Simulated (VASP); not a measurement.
# SiC (F-43m) in VASP: further runs, part 2 of 2

VASP 6.6.1. Earlier steps stand in the parts before.

### 3 G0W0 quasiparticle levels, PBE

POSCAR reads:

```
SiC
1.0
    0.0000000000      2.1790000000      2.1790000000
    2.1790000000      0.0000000000      2.1790000000
    2.1790000000      2.1790000000      0.0000000000
Si C
1 1
Direct
    0.0000000000      0.0000000000      0.0000000000
    0.2500000000      0.2500000000      0.2500000000
```

INCAR.step1 reads:

```
PREC = Accurate
ENCUT = 500
EDIFF = 1E-8
ISMEAR = 0
SIGMA = 0.01
LREAL = False
LASPH = True
NELM = 80
ALGO = Normal
LWAVE = True
LCHARG = False
GGA = PE
```

INCAR.step2 reads:

```
PREC = Accurate
ENCUT = 500
EDIFF = 1E-8
ISMEAR = 0
SIGMA = 0.01
LREAL = False
LASPH = True
NELM = 1
ALGO = Exact
LWAVE = True
LCHARG = False
GGA = PE
NBANDS = 404
LOPTICS = True
ISTART = 1
```

INCAR.step3 reads:

```
PREC = Accurate
ENCUT = 500
EDIFF = 1E-8
ISMEAR = 0
SIGMA = 0.01
LREAL = False
LASPH = True
ALGO = EVGW0
LWAVE = False
LCHARG = False
GGA = PE
NELMGW = 1
NBANDS = 404
ENCUTGW = 200
NOMEGA = 48
PRECFOCK = Fast
ISTART = 1
NBANDSGW = 12
```

KPOINTS reads:

```
Automatic mesh
0
Gamma
  2 2 2
```

Potentials or basis: VASP PAW PBE potentials, release 64 (Si_GW, C_GW).

Launch:

```bash
> cat potpaw_PBE.64/Si_GW/POTCAR potpaw_PBE.64/C_GW/POTCAR > POTCAR
> cp INCAR.step1 INCAR
> mpirun -np 1 vasp_std > vasp.out
> cp INCAR.step2 INCAR
> mpirun -np 1 vasp_std > vasp.out
> cp INCAR.step3 INCAR
> mpirun -np 1 vasp_std > vasp.out
```

OUTCAR:

```text
PREC = Accurate
   ENCUT = 500
   EDIFF = 1E-8
   ISMEAR = 0
   LREAL = False
   LASPH = True
   GGA = PE
   NELMGW = 1
   ENCUTGW = 200
   PRECFOCK = Fast
   ISTART = 1

 ion  position               nearest neighbor table
   1  0.000  0.000  0.000-   2 1.89   2 1.89   2 1.89   2 1.89
   2  0.250  0.250  0.250-   1 1.89   1 1.89   1 1.89   1 1.89

  LATTYP: Found a face centered cubic cell.
 ALAT       =     4.3580000000

  Lattice vectors:

 A1 = (   0.0000000000,   2.1790000000,   2.1790000000)
 A2 = (   2.1790000000,   0.0000000000,   2.1790000000)
 A3 = (   2.1790000000,   2.1790000000,   0.0000000000)

Analysis of symmetry for initial positions (statically):
[... 144 lines left out ...]
   ENCUTGWSOFT         = 160.0    soft cutoff for Coulomb kernel in GW response function in eV
   ENCUTLF             =  -1.0    cutoff for local field effects
   NELMGW              =     1    number of iterations in solving QP/BSE equation
   NELMHF              =     1    number of iterations in the inner HF iteration
   NKREDLFX            =     1    NKREDLFY  =   1   NKREDLFZ  =   1
 non-spin polarized calculation
 Gauss-broadening in eV      SIGMA  =   0.01
  energy-cutoff  :      500.00
  volume of cell :       20.69
 maximum number of plane-waves:       544
 NGX is ok and might be reduce to    24
  NGX = 14; NGY = 14; NGZ = 14
   NGX = 11   NGY = 11   NGZ = 11
 maximum number of plane-waves:       138

 QP shifts <psi_nk| G(iteration)W_0 |psi_nk>: iteration 1
 for sc-GW calculations column KS-energies equals QP-energies in previous step
 and V_xc(KS)=  KS-energies - (<T + V_ion + V_H > + <T+V_H+V_ion>^1  + <V_x>^1)

 k-point   1 :       0.0000    0.0000    0.0000
  band No.  KS-energies  QP-energies   sigma(KS)   V_xc(KS)     V^pw_x(r,r')   Z            occupation Imag(sigma)

      1      -7.3380      -8.7489     -14.6905     -12.6184     -21.3543       0.6809       2.0000       0.9998
      2       8.3135       7.4999     -15.8654     -14.8289     -18.8161       0.7848       2.0000       0.0804
      3       8.3135       7.4999     -15.8654     -14.8289     -18.8161       0.7848       2.0000       0.0804
      4       8.3135       7.4999     -15.8654     -14.8289     -18.8161       0.7848       2.0000       0.0804
      5      14.4716      14.5703     -12.9301     -13.0634      -6.3706       0.7404       0.0000      -0.1065
      6      15.1513      15.3568     -11.1791     -11.4411      -5.0772       0.7844       0.0000      -0.1470
      7      15.1513      15.3568     -11.1791     -11.4411      -5.0772       0.7844       0.0000      -0.1470
      8      15.1513      15.3568     -11.1791     -11.4411      -5.0772       0.7844       0.0000      -0.1470
      9      22.3472      22.7282     -10.8956     -11.3701      -4.3303       0.8029       0.0000      -0.2044
     10      22.3472      22.7282     -10.8956     -11.3701      -4.3303       0.8029       0.0000      -0.2044
     11      24.3769      24.2162      -9.7065      -9.5153      -2.5991       0.8410       0.0000      -0.6284
     12      25.1518      25.0258     -10.1812     -10.0281      -2.7489       0.8220       0.0000      -0.7678
[... 20 lines left out ...]
      1      -2.1456      -3.5935     -15.9988     -14.2374     -21.5509       0.8221       2.0000       1.0735
      2       0.2166      -0.8814     -13.8700     -12.4200     -18.0020       0.7572       2.0000       0.2537
      3       4.9554       3.9803     -14.7035     -13.4480     -18.0643       0.7767       2.0000       0.1271
      4       4.9554       3.9803     -14.7035     -13.4480     -18.0643       0.7767       2.0000       0.1271
      5       9.2508       9.0853     -10.4912     -10.2857      -5.0882       0.8054       0.0000      -0.1345
      6      12.2235      12.2270     -10.6181     -10.6224      -5.0161       0.8217       0.0000      -0.1178
      7      22.1307      22.5582     -12.2667     -12.8135      -4.7278       0.7818       0.0000      -0.5965
      8      22.1307      22.5582     -12.2667     -12.8135      -4.7278       0.7818       0.0000      -0.5965
      9      23.1815      23.6892     -13.4625     -14.1375      -6.0009       0.7522       0.0000      -0.4249
     10      27.8744      28.2512     -10.6140     -11.0979      -2.8467       0.7787       0.0000      -0.8191
     11      30.1164      30.6913     -12.0524     -12.7827      -4.6705       0.7871       0.0000      -0.5407
     12      30.1164      30.6913     -12.0524     -12.7827      -4.6705       0.7871       0.0000      -0.5407
```

OUTCAR.step2:

```text
PREC = Accurate
   ENCUT = 500
   EDIFF = 1E-8
   ISMEAR = 0
   LREAL = False
[... 589 lines left out ...]
     0.00000    19.55235    19.55235    19.55235     0.00000     0.00000     0.00000
     5.01044     2.20854     2.20854     2.20854     0.00000     0.00000     0.00000
    10.02088   -12.88809   -12.88809   -12.88809    -0.00000    -0.00000     0.00000
    15.03132    -3.45410    -3.45410    -3.45410    -0.00000    -0.00000    -0.00000
    20.04176    -0.77138    -0.77138    -0.77138    -0.00000    -0.00000     0.00000
    25.05220    -0.16284    -0.16284    -0.16284    -0.00000    -0.00000     0.00000
[... 92 lines left out ...]
   491.02317     0.99627     0.99627     0.99627    -0.00000    -0.00000    -0.00000
   496.03361     0.99635     0.99635     0.99635    -0.00000    -0.00000    -0.00000
```

It took 39 s on 1 thread of Intel Xeon 8259CL, shared host; peak memory 0.17 GiB.

Results:

- Band gap on the k mesh, mean-field level: 0.94 eV, indirect (least direct gap 4.30 eV)
- Quasiparticle gap: 1.59 eV
- Least direct quasiparticle gap: 5.11 eV

Caveat: the k points lie up to 1.25 Å⁻¹ apart; bands, screening cutoff and mesh are small and nothing is extrapolated, so the quasiparticle values aren't converged.

### 4 G0W0 quasiparticle levels, PBE

POSCAR is that of step 3.

INCAR.step1 reads:

```
SYSTEM = SiC
ALGO = Normal
EDIFF = 1E-8
ENCUT = 500
GGA = PE
ISMEAR = 0
LASPH = .True.
LCHARG = .False.
LREAL = .False.
LWAVE = .True.
NELM = 60
PREC = Accurate
SIGMA = 0.01
```

INCAR.step2 reads:

```
SYSTEM = SiC
ALGO = Exact
EDIFF = 1E-8
ENCUT = 500
GGA = PE
ISMEAR = 0
ISTART = 1
LASPH = .True.
LCHARG = .False.
LOPTICS = .True.
LREAL = .False.
LWAVE = .True.
NBANDS = 404
NELM = 1
PREC = Accurate
SIGMA = 0.01
```

INCAR.step3 reads:

```
SYSTEM = SiC
ALGO = EVGW0
EDIFF = 1E-8
ENCUT = 500
ENCUTGW = 200
GGA = PE
ISMEAR = 0
ISTART = 1
LASPH = .True.
LCHARG = .False.
LREAL = .False.
LWAVE = .False.
NBANDS = 404
NBANDSGW = 12
NELMGW = 1
NOMEGA = 48
PREC = Accurate
PRECFOCK = Fast
SIGMA = 0.01
```

KPOINTS reads:

```
k-points
0
Gamma
  2 2 2
  0 0 0
```

Potentials or basis: VASP PAW PBE potentials, release 64 (Si_GW, C_GW).

Launch:

```bash
> cat potpaw_PBE.64/Si_GW/POTCAR potpaw_PBE.64/C_GW/POTCAR > POTCAR
> cp INCAR.step1 INCAR
> mpirun -np 1 vasp_std > vasp.out
> cp INCAR.step2 INCAR
> mpirun -np 1 vasp_std > vasp.out
> cp INCAR.step3 INCAR
> mpirun -np 1 vasp_std > vasp.out
```

OUTCAR:

```text
SYSTEM = SiC
   EDIFF = 1E-8
   ENCUT = 500
   ENCUTGW = 200
   GGA = PE
   ISMEAR = 0
   ISTART = 1
   LASPH = .True.
   LREAL = .False.
   NELMGW = 1
   PREC = Accurate
   PRECFOCK = Fast

 ion  position               nearest neighbor table
   1  0.000  0.000  0.000-   2 1.89   2 1.89   2 1.89   2 1.89
   2  0.250  0.250  0.250-   1 1.89   1 1.89   1 1.89   1 1.89

  LATTYP: Found a face centered cubic cell.
 ALAT       =     4.3580000000

  Lattice vectors:

 A1 = (   0.0000000000,   2.1790000000,   2.1790000000)
 A2 = (   2.1790000000,   0.0000000000,   2.1790000000)
 A3 = (   2.1790000000,   2.1790000000,   0.0000000000)

Analysis of symmetry for initial positions (statically):
=====================================================================
 Subroutine PRICEL returns:
 Original cell was already a primitive cell.

 Routine SETGRP: Setting up the symmetry group for a
 face centered cubic supercell.

 Subroutine GETGRP returns: Found 24 space group operations
 (whereof 24 operations were pure point group operations)
 out of a pool of 48 trial point group operations.

The static configuration has the point symmetry T_d .

Analysis of symmetry for dynamics (positions and initial velocities):
=====================================================================
 Subroutine PRICEL returns:
 Original cell was already a primitive cell.

 Routine SETGRP: Setting up the symmetry group for a
 face centered cubic supercell.

[... 98 lines left out ...]
   EFERMI_NEDOS =   21; number of points for ismear=-14 and -15
   IALGO  =     38    algorithm
   IMIX   =      4    mixing-type and parameters
     AMIX     =   0.40;   BMIX     =  1.00
     AMIX_MAG =   1.60;   BMIX_MAG =  1.00
  volume/ion in A,a.u.               =      10.35        69.82
  Fermi-wavevector in a.u.,A,eV,Ry     =   1.192626  2.253736 19.352338  1.422357
  Thomas-Fermi vector in A             =   2.328660
   LORBIT       =      0    0 simple, 1 ext, 2 COOP (PROOUT), +10 PAW based schemes
   GGA     = PE    functional components
   LHFCALC =     T    Hartree Fock is set to
   PRECFOCK=fast      Normal, Fast or Accurate (Low or Medium for compatibility)
   ENCUT4O =  -1.0   cutoff for four orbital integrals eV
   NKREDX  =     1    reduce k-point grid by
   NKREDY  =     1    reduce k-point grid by
   NKREDZ  =     1    reduce k-point grid by
   AEXX    =    1.0000 exact exchange contribution
   HFSCREEN=    0.0000 screening length (either q_TF or 0.3 A-1)
   HFSCREENC=   0.0000 screening length for correlation (either q_TF or 0.3 A-1)
   ENCUTFOCK=  -1.0 apply spherical cutoff to Coloumb kernel
   IVDW    =     0    specifies the selected vdW correction
   LEPSILON=     F    determine dielectric tensor
   LRPA    =     F    only Hartree local field effects (RPA)
   LRPAFORCE           =     F    calculate RPA forces
   ENCUTGW             = 200.0    cutoff for response function in eV
   ENCUTGWSOFT         = 160.0    soft cutoff for Coulomb kernel in GW response function in eV
   ENCUTLF             =  -1.0    cutoff for local field effects
   NELMGW              =     1    number of iterations in solving QP/BSE equation
   NELMHF              =     1    number of iterations in the inner HF iteration
   NKREDLFX            =     1    NKREDLFY  =   1   NKREDLFZ  =   1
 non-spin polarized calculation
 Gauss-broadening in eV      SIGMA  =   0.01
  energy-cutoff  :      500.00
  volume of cell :       20.69
 maximum number of plane-waves:       544
 NGX is ok and might be reduce to    24
  NGX = 14; NGY = 14; NGZ = 14
   NGX = 11   NGY = 11   NGZ = 11
 maximum number of plane-waves:       138

 QP shifts <psi_nk| G(iteration)W_0 |psi_nk>: iteration 1
 for sc-GW calculations column KS-energies equals QP-energies in previous step
 and V_xc(KS)=  KS-energies - (<T + V_ion + V_H > + <T+V_H+V_ion>^1  + <V_x>^1)

 k-point   1 :       0.0000    0.0000    0.0000
  band No.  KS-energies  QP-energies   sigma(KS)   V_xc(KS)     V^pw_x(r,r')   Z            occupation Imag(sigma)

      1      -7.3380      -8.7489     -14.6905     -12.6184     -21.3543       0.6809       2.0000       0.9998
      2       8.3135       7.4999     -15.8654     -14.8289     -18.8161       0.7848       2.0000       0.0804
      3       8.3135       7.4999     -15.8654     -14.8289     -18.8161       0.7848       2.0000       0.0804
      4       8.3135       7.4999     -15.8654     -14.8289     -18.8161       0.7848       2.0000       0.0804
      5      14.4716      14.5703     -12.9301     -13.0634      -6.3706       0.7404       0.0000      -0.1065
      6      15.1513      15.3568     -11.1791     -11.4411      -5.0772       0.7844       0.0000      -0.1470
      7      15.1513      15.3568     -11.1791     -11.4411      -5.0772       0.7844       0.0000      -0.1470
      8      15.1513      15.3568     -11.1791     -11.4411      -5.0772       0.7844       0.0000      -0.1470
      9      22.3472      22.7282     -10.8956     -11.3701      -4.3303       0.8029       0.0000      -0.2044
     10      22.3472      22.7282     -10.8956     -11.3701      -4.3303       0.8029       0.0000      -0.2044
     11      24.3769      24.2162      -9.7065      -9.5153      -2.5991       0.8410       0.0000      -0.6284
     12      25.1518      25.0258     -10.1812     -10.0281      -2.7489       0.8220       0.0000      -0.7678
[... 20 lines left out ...]
      1      -2.1456      -3.5935     -15.9988     -14.2374     -21.5509       0.8221       2.0000       1.0735
      2       0.2166      -0.8814     -13.8700     -12.4200     -18.0020       0.7572       2.0000       0.2537
      3       4.9554       3.9803     -14.7035     -13.4480     -18.0643       0.7767       2.0000       0.1271
      4       4.9554       3.9803     -14.7035     -13.4480     -18.0643       0.7767       2.0000       0.1271
      5       9.2508       9.0853     -10.4912     -10.2857      -5.0882       0.8054       0.0000      -0.1345
      6      12.2235      12.2270     -10.6181     -10.6224      -5.0161       0.8217       0.0000      -0.1178
      7      22.1307      22.5582     -12.2667     -12.8135      -4.7278       0.7818       0.0000      -0.5965
      8      22.1307      22.5582     -12.2667     -12.8135      -4.7278       0.7818       0.0000      -0.5965
      9      23.1815      23.6892     -13.4625     -14.1375      -6.0009       0.7522       0.0000      -0.4249
     10      27.8744      28.2512     -10.6140     -11.0979      -2.8467       0.7787       0.0000      -0.8191
     11      30.1164      30.6913     -12.0524     -12.7827      -4.6705       0.7871       0.0000      -0.5407
     12      30.1164      30.6913     -12.0524     -12.7827      -4.6705       0.7871       0.0000      -0.5407
```

OUTCAR.step1:

```text
SYSTEM = SiC
   EDIFF = 1E-8
   ENCUT = 500
   GGA = PE
   ISMEAR = 0
   LASPH = .True.
   LREAL = .False.
[... 230 lines left out ...]
      0.00000      0.00000      0.00000         0.000000      0.000000      0.000000
      1.08950      1.08950      1.08950        -0.000000     -0.000000     -0.000000
 -----------------------------------------------------------------------------------
    total drift:                                0.000000      0.000000      0.000000

  FREE ENERGIE OF THE ION-ELECTRON SYSTEM (eV)
  ---------------------------------------------------
  free  energy   TOTEN  =       -12.5555496648 eV

  energy  without entropy=      -12.5555496648  energy(sigma->0) =      -12.55554966
```

It took 14 s on 1 thread of AMD EPYC 9R45 (Zen 5), shared host; peak memory 0.15 GiB.

What came out:

- Band gap on the k mesh, mean-field level: 0.94 eV, indirect (least direct gap 4.30 eV)
- Quasiparticle gap: 1.59 eV
- Least direct quasiparticle gap: 5.11 eV

Levels at points of the mesh, in eV from the valence-band top:
```
           k point  band 2  band 3  band 4  band 5  band 6  band 7
(0.00, 0.00, 0.00)    0.00    0.00    0.00    6.16    6.84    6.84
(0.50, 0.00, 0.00)   -8.85   -1.11   -1.11    5.15    6.76    6.76
(0.50, 0.50, 0.00)   -8.10   -3.36   -3.36    0.94    3.91   13.82
```

Caveat: the k points lie up to 1.25 Å⁻¹ apart; bands, screening cutoff and mesh are small and nothing is extrapolated, so the quasiparticle values aren't converged.
